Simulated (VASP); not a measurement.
# SiO2 (P4_2/mnm) in VASP: a series of runs, part 2 of 2

VASP 6.6.1. The steps go on from the part before.

## 4. Single point, LDA

This run uses another cell than the first one, of 7.17 Å³/atom, 1.009 times its volume.

Input file INCAR:

```
SYSTEM = SiO2
PREC = Accurate
ENCUT = 520
EDIFF = 1E-7
ISMEAR = 0
SIGMA = 0.05
LREAL = .False.
LASPH = .True.
NELM = 80
ALGO = Normal
ISIF = 2
LWAVE = .False.
LCHARG = .False.
NBANDS = 25
```

Input file KPOINTS:

```
Automatic mesh
0
Gamma
  6 6 8
  0 0 0
```

Input file POSCAR:

```
SiO2
1.0
    4.2299000000      0.0000000000      0.0000000000
    0.0000000000      4.2299000000      0.0000000000
    0.0000000000      0.0000000000      2.4058000000
Si O
2 4
Direct
    0.5000000000      0.5000000000      0.5000000000
    0.0000000000      0.0000000000      0.0000000000
    0.6944252994      0.6944252994      0.0000000000
    0.1944252994      0.8055747006      0.5000000000
    0.3055747006      0.3055747006      0.0000000000
    0.8055747006      0.1944252994      0.5000000000
```

Potentials or basis: VASP PAW LDA potentials, release 64 (Si, O).

Started as:

```console
cat potpaw_LDA.64/Si/POTCAR potpaw_LDA.64/O/POTCAR > POTCAR
mpirun -np 1 vasp_std > vasp.out
```

OUTCAR:

```text
SYSTEM = SiO2
   PREC = Accurate
   ENCUT = 520
   EDIFF = 1E-7
   ISMEAR = 0
   LREAL = .False.
   LASPH = .True.
   NELM = 80
   ISIF = 2

 ion  position               nearest neighbor table
   1  0.500  0.500  0.500-   3 1.67   5 1.67   3 1.67   5 1.67   4 1.83   6 1.83
   2  0.000  0.000  0.000-   4 1.67   6 1.67   4 1.67   6 1.67   5 1.83   3 1.83
   3  0.694  0.694  0.000-   1 1.67   1 1.67   2 1.83
   4  0.194  0.806  0.500-   2 1.67   2 1.67   1 1.83
   5  0.306  0.306  0.000-   1 1.67   1 1.67   2 1.83
   6  0.806  0.194  0.500-   2 1.67   2 1.67   1 1.83

  LATTYP: Found a simple tetragonal cell.
 ALAT       =     4.2299000000
 C/A-ratio  =     0.5687604908

  Lattice vectors:

 A1 = (   4.2299000000,   0.0000000000,   0.0000000000)
 A2 = (   0.0000000000,   4.2299000000,   0.0000000000)
 A3 = (   0.0000000000,   0.0000000000,   2.4058000000)

Analysis of symmetry for initial positions (statically):
=====================================================================
 Subroutine PRICEL returns:
 Original cell was already a primitive cell.
[... 177 lines left out ...]
  free energy    TOTEN  =       -50.80654327 eV

  energy without entropy =      -50.80654327  energy(sigma->0) =      -50.80654327

 E-fermi :   9.1986     XC(G=0): -13.0995

 val. band max:        8.9140335637   @ k =   0.0000   0.0000   0.0000
 cond. band min:      16.0133993605   @ k =   0.0000   0.0000   0.0000
 fundamental gap:      7.0993657967
 Fermi energy:         9.1985845931

 k-point     1 :       0.0000    0.0000    0.0000
  band No.  band energies     occupation
      1     -14.3096      2.00000
      2     -10.4553      2.00000
      3     -10.4553      2.00000
      4     -10.4382      2.00000
      5      -2.3703      2.00000
      6       1.4791      2.00000
[... 661 lines left out ...]
     24      23.4912      0.00000
     25      24.1721      0.00000

 [... further k-points ...]
[... 5 lines left out ...]
  --------------------------------------------------------------------------------------
  -------------------------------------------------------------------------------------
  Total        2.3344568      2.3344568     24.7850000      0.0000000      0.0000000      0.0000000
  in kB       86.8913801     86.8913801    922.5284832      0.0000000      0.0000000      0.0000000
  external PRESSURE =     365.4370812 kB  Pullay stress =       0.0000000 kB

 VOLUME and BASIS-vectors are now :
 -----------------------------------------------------------------------------
  energy-cutoff  :      520.00
  volume of cell :       43.04
      direct lattice vectors                 reciprocal lattice vectors
     4.229900000  0.000000000  0.000000000     0.236412208  0.000000000  0.000000000
     0.000000000  4.229900000  0.000000000     0.000000000  0.236412208  0.000000000
     0.000000000  0.000000000  2.405800000     0.000000000  0.000000000  0.415662150

 POSITION                                       TOTAL-FORCE (eV/Angst)
 -----------------------------------------------------------------------------------
      2.11495      2.11495      1.20290         0.000000      0.000000      0.000000
      0.00000      0.00000      0.00000         0.000000      0.000000      0.000000
      2.93735      2.93735      0.00000         0.106322      0.106322      0.000000
      0.82240      3.40750      1.20290         0.106322     -0.106322     -0.000000
      1.29255      1.29255      0.00000        -0.106322     -0.106322     -0.000000
      3.40750      0.82240      1.20290        -0.106322      0.106322      0.000000
 -----------------------------------------------------------------------------------
    total drift:                                0.000000      0.000000     -0.000000

  FREE ENERGIE OF THE ION-ELECTRON SYSTEM (eV)
  ---------------------------------------------------
  free  energy   TOTEN  =       -50.8065432660 eV

  energy  without entropy=      -50.8065432660  energy(sigma->0) =      -50.80654327
```

It took 15 s on 1 thread of Intel Xeon 6975P-C (Granite Rapids), shared host; peak memory 0.15 GiB.

What came out:

```yaml
Free_energy: -50.8065 eV
Pressure: 36.5 GPa
Largest_force: 0.150 eV/Å
Band_gap_on_the_k_mesh: 7.10 eV, direct
```

Forces on the atoms (eV/Å):
```
Si   0.000  0.000  0.000
Si   0.000  0.000  0.000
O    0.106  0.106  0.000
O    0.106 -0.106  0.000
O   -0.106 -0.106  0.000
O   -0.106  0.106  0.000
```

Levels at points of the mesh, in eV from the valence-band top:
| k point | band 13 | band 14 | band 15 | band 16 | band 17 | band 18 | band 19 | band 20 |
| --- | --- | --- | --- | --- | --- | --- | --- | --- |
| (0.00, 0.00, 0.00) | -1.71 | -1.02 | -1.02 | 0.00 | 7.10 | 8.92 | 10.64 | 10.64 |
| (0.50, 0.00, 0.00) | -2.01 | -2.01 | -1.25 | -1.25 | 9.33 | 9.33 | 10.68 | 10.68 |
| (0.50, 0.50, 0.00) | -2.56 | -2.56 | -2.50 | -2.50 | 9.28 | 9.28 | 11.39 | 11.39 |
| (0.00, 0.00, 0.50) | -2.98 | -2.98 | -2.86 | -2.86 | 9.80 | 9.80 | 12.61 | 12.61 |
| (0.50, 0.00, 0.50) | -2.57 | -2.57 | -1.83 | -1.83 | 9.18 | 9.18 | 9.66 | 9.66 |
| (0.50, 0.50, 0.50) | -2.05 | -2.05 | -1.61 | -1.61 | 7.62 | 7.62 | 11.13 | 11.13 |

A k mesh can miss the band edges.

## 5. The runs side by side

| cell | gap on the mesh (eV) | pressure (GPa) | largest force (eV/Å) |
| --- | --- | --- | --- |
| a = 4.155, b = 4.155, c = 2.470 Å, 6 atoms | 7.38 | 36.3 | 0.41 |
| a = 4.055, b = 4.055, c = 2.597 Å, 6 atoms | 6.67 | 30.0 | 0.56 |
| a = 4.230, b = 4.230, c = 2.406 Å, 6 atoms | 7.10 | 36.5 | 0.15 |

Alike in all rows: task single point; level LDA; potentials or basis VASP PAW LDA potentials, release 64 (Si, O); no spin polarisation; k mesh 6 × 6 × 8; cutoff (eV) 520; smearing gaussian 0.05 eV.

Total energies depend on the potentials used, so only differences within one code and one set of settings carry meaning.
